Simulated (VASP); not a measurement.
Input of a VASP 6.6.1 run:

Contents of INCAR:

```
SYSTEM = C8N
PREC = Accurate ; ENCUT = 520
EDIFF = 1E-6 ; ISMEAR = 0
SIGMA = 0.1 ; LREAL = .FALSE.
LASPH = .TRUE. ; NELM = 100
ALGO = Normal ; ISIF = 2
LWAVE = .FALSE. ; LCHARG = .FALSE.
LDIPOL = .TRUE. ; IDIPOL = 3
DIPOL = 0.5 0.5 0.497 ; GGA = PE
IVDW = 12 ; NBANDS = 28
```

The input KPOINTS:

```
Automatic mesh
0
G
  12 12 1
  0 0 0
```

The input POSCAR:

```
C8N
1.0
    2.4655379958      0.0000000000      0.0000000000
   -1.2327689979      2.1341461202      0.0000000000
    0.0000000000      0.0000000000     29.1985170553
C N
8 1
Direct
    0.0833101793      0.1666203587      0.2911106747
    0.4166898206      0.8333796413      0.2911106747
    0.5833101794      0.1666203587      0.4075389574
    0.9166898206      0.8333796413      0.4075389574
    0.0832320236      0.1664640472      0.5231099966
    0.4167679764      0.8335359528      0.5231099966
    0.5832855870      0.1665711741      0.6403264040
    0.9167144130      0.8334288259      0.6403264040
    0.2500000000      0.5000000000      0.7524618312
```

Potentials or basis: VASP PAW PBE potentials, release 64 (C, N).

Run with:

```bash
$ cat potpaw_PBE.64/C/POTCAR potpaw_PBE.64/N/POTCAR > POTCAR
$ mpirun -np 1 vasp_std > vasp.out
```

(1) Predict the largest force.

(2) Estimate the dispersion energy per atom.

## Answers

(1) 0.009 eV/Å.

(2) -0.135 eV.
